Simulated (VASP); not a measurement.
# Al6SiN8 (a cell with a defect) in VASP: notebook, part 2 of 2

VASP 6.6.1.

## 3. Single point, LDA

The input, INCAR:

```
PREC     = Accurate       # precision mode
ENCUT    = 520            # plane-wave cutoff, eV
EDIFF    = 1E-7           # SCF threshold, eV
ISMEAR   = 0              # smearing method
SIGMA    = 0.05           # smearing width, eV
LREAL    = Auto         
LASPH    = T              # aspherical terms in the spheres
NELM     = 80             # most SCF steps
ALGO     = Normal         # electronic algorithm
ISIF     = 2              # what is computed and relaxed
LWAVE    = F              # write WAVECAR
LCHARG   = F              # write CHGCAR
GGA      = CA             # functional
NELECT   = 60.0         
NBANDS   = 44             # bands
```

The input, KPOINTS:

```
regular mesh
0
Gamma
  2 2 2
```

The input, POSCAR:

```
Al6SiN8
1.0
   -3.1285880000     -5.4188740000      0.0000000000
    4.6928820000     -2.7094370000      0.0000000000
    0.0000000000      0.0000000000      5.0169550000
Al Si N
6 1 8
Direct
    0.5239038173      0.6814995979      0.4975041634
    0.2524103590      0.8024910962      0.9767245271
    0.0156661090      0.6921575698      0.4929123343
   -0.0321831352      0.3361806731      1.0001548748
    0.7421831166      0.1580502541      0.5320940690
    0.7555941710      0.8189662251      1.0027484799
    0.4744232839      0.2793130092      1.0541194808
    0.5074586647      0.6545881804      0.8729871007
    0.5423293688      0.3588824853      0.3740828849
    0.2285504634      0.1540932069      0.9820385074
    0.2735501955      0.8143754433      0.3476335745
   -0.0001893214      0.6593889834      0.8648674345
   -0.0714739569      0.3769467113      0.3679165948
    0.7091734040      0.1558473880      0.9017758780
    0.7675565621      0.8509076617      0.3780978701
```

Potentials or basis: VASP PAW LDA potentials, release 64 (Al, Si, N).

Run with:

```
$ cat potpaw_LDA.64/Al/POTCAR potpaw_LDA.64/Si/POTCAR potpaw_LDA.64/N/POTCAR > POTCAR
$ mpirun -np 1 vasp_std > vasp.out
```

OUTCAR:

```text
PREC = Accurate
   ENCUT = 520
   EDIFF = 1E-7
   ISMEAR = 0
   LREAL = Auto
   LASPH = T
   NELM = 80
   ISIF = 2
   GGA = CA
   NELECT = 60.0

 ion  position               nearest neighbor table
   1  0.524  0.681  0.498-   9 1.86  15 1.88  11 1.88   8 1.89   5 2.93   6 2.97   6 3.01   2 3.02
                             3 3.08   7 3.13   5 3.15   3 3.18   2 3.18
   2  0.252  0.802  0.977-  12 1.85   8 1.86  11 1.87  10 1.91   3 2.91   7 2.96   1 3.02   3 3.04
                             4 3.09   6 3.11   6 3.15   7 3.18   1 3.18
   3  0.016  0.692  0.493-  15 1.87  12 1.88  11 1.89  13 1.90   2 2.91   6 3.03   2 3.04   5 3.06
                             1 3.08   6 3.11   4 3.15   1 3.18   4 3.21
   4  0.968  0.336  0.000-  13 1.87  12 1.89  10 1.91  14 1.95   5 2.91   6 2.93   2 3.09   6 3.10
                             7 3.11   3 3.15   5 3.17   7 3.20   3 3.21
   5  0.742  0.158  0.532-   9 1.84  15 1.84  13 1.86  14 1.87   4 2.91   1 2.93   6 2.99   7 3.00
                             3 3.06   1 3.15   4 3.17   7 3.18   6 3.23
   6  0.756  0.819  0.003-  12 1.89  15 1.89   8 1.90  14 1.92   4 2.93   1 2.97   5 2.99   1 3.01
                             3 3.03   7 3.06   4 3.10   3 3.11   2 3.11   2 3.15   5 3.23
   7  0.474  0.279  0.054-   9 1.72  10 1.72  14 1.79   8 2.24   2 2.96   5 3.00   6 3.06   4 3.11
                             1 3.13   5 3.18   2 3.18   4 3.20
   8  0.507  0.655  0.873-   2 1.86   1 1.89   6 1.90   7 2.24
   9  0.542  0.359  0.374-   7 1.72   5 1.84   1 1.86
  10  0.229  0.154  0.982-   7 1.72   4 1.91   2 1.91
  11  0.274  0.814  0.348-   2 1.87   1 1.88   3 1.89
  12  1.000  0.659  0.865-   2 1.85   3 1.88   6 1.89   4 1.89
  13  0.929  0.377  0.368-   5 1.86   4 1.87   3 1.90
  14  0.709  0.156  0.902-   7 1.79   5 1.87   6 1.92   4 1.95
  15  0.768  0.851  0.378-   5 1.84   3 1.87   1 1.88   6 1.89

  LATTYP: Found a simple orthorhombic cell.
 ALAT       =     5.0169550000
 B/A-ratio  =     1.0801120458
 C/A-ratio  =     1.2472060331

  Lattice vectors:

 A1 = (   0.0000000000,   0.0000000000,  -5.0169550000)
 A2 = (   4.6928820000,  -2.7094370000,   0.0000000000)
 A3 = (  -3.1285880000,  -5.4188740000,   0.0000000000)

Analysis of symmetry for initial positions (statically):
=====================================================================
 Subroutine PRICEL returns:
 Original cell was already a primitive cell.

 Routine SETGRP: Setting up the symmetry group for a
 simple orthorhombic supercell.

 Subroutine GETGRP returns: Found  1 space group operations
 (whereof  1 operations were pure point group operations)
 out of a pool of  8 trial point group operations.

The static configuration has the point symmetry C_1 .

Analysis of symmetry for dynamics (positions and initial velocities):
=====================================================================
 Subroutine PRICEL returns:
 Original cell was already a primitive cell.

 Routine SETGRP: Setting up the symmetry group for a
 simple orthorhombic supercell.

 Subroutine GETGRP returns: Found  1 space group operations
 (whereof  1 operations were pure point group operations)
 out of a pool of  8 trial point group operations.
[... 96 lines left out ...]
   dimension x,y,z NGXF=    96 NGYF=   80 NGZF=   80
   ions per type =               6   1   8
   NGX,Y,Z   is equivalent  to a cutoff of  12.75, 12.27, 13.25 a.u.
   NGXF,Y,Z  is equivalent  to a cutoff of  25.51, 24.54, 26.51 a.u.
 SYSTEM =  unknown system
   PREC   = accura    normal or accurate (medium, high low for compatibility)
   ISTART =      0    job   : 0-new  1-cont  2-samecut
   ICHARG =      2    charge: 1-file 2-atom 10-const
   ISPIN  =      1    spin polarized calculation?
   LNONCOLLINEAR =      F non collinear calculations
   LSORBIT =      F    spin-orbit coupling
   LASPH  =      T    aspherical Exc in radial PAW
   ENCUT  =  520.0 eV  38.22 Ry    6.18 a.u.  11.63 10.08  9.33*2*pi/ulx,y,z
   NELM   =     80;   NELMIN=  2; NELMDL= -5     # of ELM steps
   EDIFF  = 0.1E-06   stopping-criterion for ELM
   LREAL  =      T    real-space projection
   EDIFFG = 0.1E-05   stopping-criterion for IOM
   NSW    =      0    number of steps for IOM
   IBRION =     -1    ionic relax: 0-MD 1-quasi-New 2-CG
   NFREE  =      0    steps in history (QN), initial steepest desc. (CG)
   ISIF   =      2    stress and relaxation
   ISYM   =      2    0-nonsym 1-usesym 2-fastsym
   POTIM  = 0.5000    time-step for ionic-motion
   TEBEG  =    0.0;   TEEND  =   0.0 temperature during run
   PSTRESS=    0.0 pullay stress
   NELECT =      60.0000    total number of electrons
   NUPDOWN=      -1.0000    fix difference up-down
   EMIN   =  10.00;   EMAX   =-10.00  energy-range for DOS
   EFERMI =   0.00;   METHOD = LEGACY
   ISMEAR =     0;   SIGMA  =   0.05  broadening in eV -4-tet -1-fermi 0-gaus
   EFERMI_NEDOS =   21; number of points for ismear=-14 and -15
   IALGO  =     38    algorithm
   IMIX   =      4    mixing-type and parameters
     AMIX     =   0.40;   BMIX     =  1.00
     AMIX_MAG =   1.60;   BMIX_MAG =  1.00
  volume/ion in A,a.u.               =      11.34        76.53
  Fermi-wavevector in a.u.,A,eV,Ry     =   1.156687  2.185822 18.203588  1.337926
  Thomas-Fermi vector in A             =   2.293306
   LORBIT       =      0    0 simple, 1 ext, 2 COOP (PROOUT), +10 PAW based schemes
   GGA     = CA    functional components
   LHFCALC =     F    Hartree Fock is set to
   AEXX    =    0.0000 exact exchange contribution
   IVDW    =     0    specifies the selected vdW correction
   LEPSILON=     F    determine dielectric tensor
   LRPA    =     F    only Hartree local field effects (RPA)
 non-spin polarized calculation
 Gauss-broadening in eV      SIGMA  =   0.05
  energy-cutoff  :      520.00
  volume of cell :      170.11
 maximum number of plane-waves:      4616
 NGX is ok and might be reduce to    48
   NGX = 23   NGY = 21   NGZ = 19

 number of electron      59.9999998 magnetization

 Free energy of the ion-electron system (eV)
  ---------------------------------------------------
  ext. energy  EPLUGINS =         0.00000000
  ---------------------------------------------------
  free energy    TOTEN  =      -128.61235678 eV

  energy without entropy =     -128.59598079  energy(sigma->0) =     -128.60416878

 E-fermi :   4.4222     XC(G=0): -10.6034

 val. band max:        4.3871974680   @ k =   0.0000   0.0000   0.0000
 cond. band min:       4.4255300796   @ k =   0.0000   0.0000   0.5000
 fundamental gap:      0.0383326116
 Fermi energy:         4.4221683902

 k-point     1 :       0.0000    0.0000    0.0000
  band No.  band energies     occupation
      1     -10.8544      2.00000
      2      -9.1103      2.00000
      3      -8.9435      2.00000
      4      -8.7142      2.00000
      5      -8.2741      2.00000
      6      -7.9415      2.00000
[... 349 lines left out ...]
     41      12.5569      0.00000
     42      13.1389      0.00000
 [bands above 42 left out]

------------------------ aborting loop because EDIFF is reached ----------------------------------------

  FORCE on cell =-STRESS in cart. coord.  units (eV):
  Direction    XX          YY          ZZ          XY          YZ          ZX
  --------------------------------------------------------------------------------------
  -------------------------------------------------------------------------------------
  Total      -23.4920370    -28.2847417    -18.7221686     -1.1364857     -4.7060686      1.7062624
  in kB     -221.2603678   -266.4005823   -176.3352366    -10.7040204    -44.3242307     16.0704770
  external PRESSURE =    -221.3320622 kB  Pullay stress =       0.0000000 kB

 VOLUME and BASIS-vectors are now :
 -----------------------------------------------------------------------------
  energy-cutoff  :      520.00
  volume of cell :      170.11
      direct lattice vectors                 reciprocal lattice vectors
    -3.128588000 -5.418874000  0.000000000    -0.079908253 -0.138405137  0.000000000
     4.692882000 -2.709437000  0.000000000     0.159816505 -0.092270092  0.000000000
     0.000000000  0.000000000  5.016955000     0.000000000  0.000000000  0.199324092

 POSITION                                       TOTAL-FORCE (eV/Angst)
 -----------------------------------------------------------------------------------
      1.55912     -4.68545      2.49596         0.103168      0.163883      0.380491
      2.97631     -3.54208      4.90018         0.120048     -0.151547      0.293751
      3.19920     -1.96025      2.47292         0.059637      0.295529      0.215442
     -1.45024     -6.15534      0.00078        -0.105673     -0.119478      0.072041
     -1.58027     -4.45002      2.66949        -0.123786      0.225439      0.048977
      1.47937     -6.31341      0.01379         0.017524      0.402400      0.056447
     -0.17349     -3.32762      0.27151         1.191237     -2.511336     -2.274382
      1.48428     -4.52342      4.37974        -1.005090      0.879218      0.613410
     -0.01253     -3.91118      1.87676        -0.076940     -0.300923     -0.478230
      0.00810     -1.65599      4.92684        -0.134469     -0.389043      0.486379
      2.96594     -3.68883      1.74406        -0.488434      0.915240      0.288266
     -0.03356     -7.20442      4.33900         0.121331      0.028351      0.198691
     -1.13601     -6.05288      1.84582         0.267550      0.450389      0.029000
     -1.48734     -4.26518      4.52417        -0.031022     -0.150956     -0.026793
      1.59184     -6.46477      1.89690         0.084918      0.262833      0.096510
 -----------------------------------------------------------------------------------
    total drift:                               -0.005081      0.001482      0.001386

  FREE ENERGIE OF THE ION-ELECTRON SYSTEM (eV)
  ---------------------------------------------------
  free  energy   TOTEN  =      -128.6123567765 eV

  energy  without entropy=     -128.5959807883  energy(sigma->0) =     -128.60416878
```

It took 3.3 min on 1 thread of Intel Xeon Platinum 8259CL at 2.50GHz (Skylake/Cascade Lake), shared host; peak memory 0.23 GiB.

Results:

```
Free energy   : -128.6124 eV
Largest force : 3.591 eV/Å
```

Forces in eV/Å, atoms in the order of the input:
```
Al   0.103  0.164  0.380
Al   0.120 -0.152  0.294
Al   0.060  0.296  0.215
Al  -0.106 -0.119  0.072
Al  -0.124  0.225  0.049
Al   0.018  0.402  0.056
Si   1.191 -2.511 -2.274
N   -1.005  0.879  0.613
N   -0.077 -0.301 -0.478
N   -0.134 -0.389  0.486
N   -0.488  0.915  0.288
N    0.121  0.028  0.199
N    0.268  0.450  0.029
N   -0.031 -0.151 -0.027
N    0.085  0.263  0.097
```

Caveat: the k points lie up to 0.63 Å⁻¹ apart; the cell carries a net charge on a neutralising background, which shifts energy and pressure; the cell is charged against a uniform background, so pressure and absolute levels hang on convention.

## 4. Single point, LDA

The input, INCAR:

```
SYSTEM = Al6SiN8
ALGO = Normal ; EDIFF = 1E-6
ENCUT = 520 ; ISIF = 2
ISMEAR = 0 ; LASPH = .TRUE.
LCHARG = .FALSE. ; LREAL = Auto
LWAVE = .FALSE. ; NBANDS = 44
NELECT = 60.0 ; NELM = 100
PREC = Accurate ; SIGMA = 0.05
```

The input, KPOINTS:

```
k-points
0
G
  2 2 2
  0 0 0
```

The input, POSCAR:

```
Al6SiN8
1.0
   -3.1285880000     -5.4188740000      0.0000000000
    4.6928820000     -2.7094370000      0.0000000000
    0.0000000000      0.0000000000      5.0169550000
Al Si N
6 1 8
Direct
    0.5292950492      0.6788387476      0.4827996265
    0.2461782755      0.7926140906      0.9695207551
    0.0268748618      0.6953446454      0.4884769746
   -0.0415489914      0.3338951041      1.0054351693
    0.7449305198      0.1676024850      0.5389715475
    0.7688161567      0.8254818685      1.0081575378
    0.3964966870      0.1503502063      1.1995770343
    0.5171453151      0.7216247131      0.8491511285
    0.5174741363      0.3499519854      0.4011710290
    0.2055402679      0.1496318927      0.9588840243
    0.2952036335      0.8572503091      0.3403640256
   -0.0008372120      0.6514765785      0.8628389132
   -0.0522035734      0.3745366977      0.3753033464
    0.6971068908      0.1509946880      0.9169414515
    0.7754960547      0.8517539224      0.3797500675
```

Run with:

```
$ cat potpaw_LDA.64/Al/POTCAR potpaw_LDA.64/Si/POTCAR potpaw_LDA.64/N/POTCAR > POTCAR
$ mpirun -np 1 vasp_std > vasp.out
```

It took 2.6 min on 1 thread of Intel Xeon Platinum 8259CL at 2.50GHz (Skylake/Cascade Lake), shared host; peak memory 0.23 GiB.

It converged, with:

```yaml
Free_energy: -125.8031 eV
Largest_force: 0.149 eV/Å
```

Forces in eV/Å, atoms in the order of the input:
```
Al   0.008  0.006 -0.045
Al   0.042 -0.053  0.017
Al   0.009 -0.078  0.000
Al  -0.036 -0.058  0.031
Al  -0.007  0.010  0.049
Al  -0.057 -0.026  0.041
Si   0.024  0.130 -0.069
N   -0.019 -0.018  0.038
N    0.043  0.074 -0.034
N   -0.083 -0.069  0.009
N    0.053 -0.004  0.012
N   -0.017  0.019 -0.029
N    0.011  0.028 -0.005
N   -0.001  0.044 -0.011
N    0.029 -0.006 -0.002
```

Levels at points of the mesh, in eV from the Fermi level:
```csv
k point,band 26,band 27,band 28,band 29,band 30,band 31,band 32,band 33,band 34,band 35
"(0.00, 0.00, 0.00)",-1.10,-0.67,-0.42,-0.15,0.09,0.30,0.47,3.31,5.09,5.94
"(0.50, 0.00, 0.00)",-1.19,-0.89,-0.66,-0.11,-0.05,0.16,0.28,4.42,5.35,5.96
"(0.00, 0.50, 0.00)",-0.96,-0.71,-0.44,-0.28,-0.04,0.05,0.39,4.02,5.48,5.75
"(0.50, 0.50, 0.00)",-1.14,-0.72,-0.50,-0.41,-0.11,-0.02,0.04,4.72,5.97,6.36
"(0.00, 0.00, 0.50)",-0.97,-0.81,-0.63,-0.19,0.05,0.19,0.57,3.88,5.33,5.53
"(0.50, 0.00, 0.50)",-1.00,-0.89,-0.62,-0.27,-0.16,0.12,0.50,4.54,5.91,6.01
"(0.00, 0.50, 0.50)",-1.15,-1.06,-0.86,-0.40,-0.15,-0.10,0.44,3.82,5.37,5.81
"(0.50, 0.50, 0.50)",-1.25,-1.03,-0.82,-0.38,-0.32,0.04,0.25,4.44,5.92,6.11
```

Caveat: the k points lie up to 0.63 Å⁻¹ apart; the cell carries a net charge on a neutralising background, which shifts energy and pressure; the cell is charged against a uniform background, so pressure and absolute levels hang on convention.
